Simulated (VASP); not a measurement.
A run of VASP 6.6.1:

INCAR

```
PREC     = Accurate       # precision mode
ENCUT    = 520            # plane-wave cutoff, eV
EDIFF    = 1E-6           # SCF threshold, eV
ISMEAR   = 0              # smearing method
SIGMA    = 0.1            # smearing width, eV
LREAL    = F              # projectors in reciprocal space
LASPH    = T              # aspherical terms in the spheres
NELM     = 60             # most SCF steps
ALGO     = Fast           # electronic algorithm
ISIF     = 2              # what is computed and relaxed
LWAVE    = F              # write WAVECAR
LCHARG   = F              # write CHGCAR
GGA      = PS             # functional
NBANDS   = 11             # bands
```

The input KPOINTS:

```
Automatic mesh
0
Gamma
  10 10 10
```

The input POSCAR:

```
Pd
1.0
    0.0000000000      1.9368361270      1.9368361270
    1.9368361270      0.0000000000      1.9368361270
    1.9368361270      1.9368361270      0.0000000000
Pd
1
Direct
    0.0000000000      0.0000000000      0.0000000000
```

Potentials or basis: VASP PAW PBE potentials, release 64 (Pd).

Command:

```bash
$ cat potpaw_PBE.64/Pd/POTCAR > POTCAR
$ mpirun -np 1 vasp_std > vasp.out
```

Hardware: 1 thread of Intel(R) Xeon(R) 6975P-C (Granite Rapids), with other jobs on the host.

How long does it take, and how much memory?

Wall time 3.9 s on 1 thread of Intel(R) Xeon(R) 6975P-C (Granite Rapids) (shared host), peak memory 0.12 GiB. Counts: scf iterations 12, k points 47.
